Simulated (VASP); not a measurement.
Wanted: the native input for a VASP 6.6.1 run.

```
Task                   : electric field gradients
Functional             : PBE
Potentials or basis    : VASP PAW PBE potentials, release 64 (Pd)
Cutoff                 : 520 eV
k mesh                 : 18 × 18 × 18
Occupations            : fermi-dirac, width 0.05 eV
Spin                   : no spin polarisation
Dipole correction      : no
Further INCAR settings : ALGO = Normal; EDIFF = 1e-08; NBANDS = 11
```

The structure of Pd lies in POSCAR:

```
Pd
1.0
    0.0000000000      1.8865530000      1.9449000000
    1.8865530000      0.0000000000      1.9449000000
    1.8865530000      1.8865530000      0.0000000000
Pd
1
Direct
    0.0000000000      0.0000000000      0.0000000000
```

This cell differs from its parent crystal: equal xx and yy strain of -3 %.

These files were run (other wordings do the same):

INCAR

```
SYSTEM = Pd
PREC     = Accurate       ! precision mode
ENCUT    = 520            ! plane-wave cutoff, eV
EDIFF    = 1E-8           ! SCF threshold, eV
ISMEAR   = -1             ! smearing method
SIGMA    = 0.05           ! smearing width, eV
LREAL    = .False.        ! projectors in reciprocal space
LASPH    = .True.         ! aspherical terms in the spheres
NELM     = 80             ! most SCF steps
ALGO     = Normal         ! electronic algorithm
ISIF     = 2              ! what is computed and relaxed
LWAVE    = .False.        ! write WAVECAR
LCHARG   = .False.        ! write CHGCAR
GGA      = PE             ! functional
LEFG     = .True.       
NBANDS   = 11             ! bands
```

KPOINTS

```
Automatic mesh
0
Gamma
  18 18 18
  0 0 0
```

Potentials or basis: VASP PAW PBE potentials, release 64 (Pd).

Launch:

```console
$ cat potpaw_PBE.64/Pd/POTCAR > POTCAR
$ mpirun -np 1 vasp_std > vasp.out
```

It gave:

```
Pressure               : 22.1 GPa
Band gap on the k mesh : zero (band 5 reaches 11.35 eV, above the bottom of band 6 at 9.46 eV)
```

Caveat: the cell differs from its parent crystal (equal xx and yy strain of -3 %); without QUAD_EFG the Cq values of the log hold for a quadrupole moment of 1 mb, not for the nuclei.

Run time: 80 s on 1 thread of AMD EPYC 7R43 64-Core Processor (Zen 3) (shared host), peak memory 0.15 GiB.
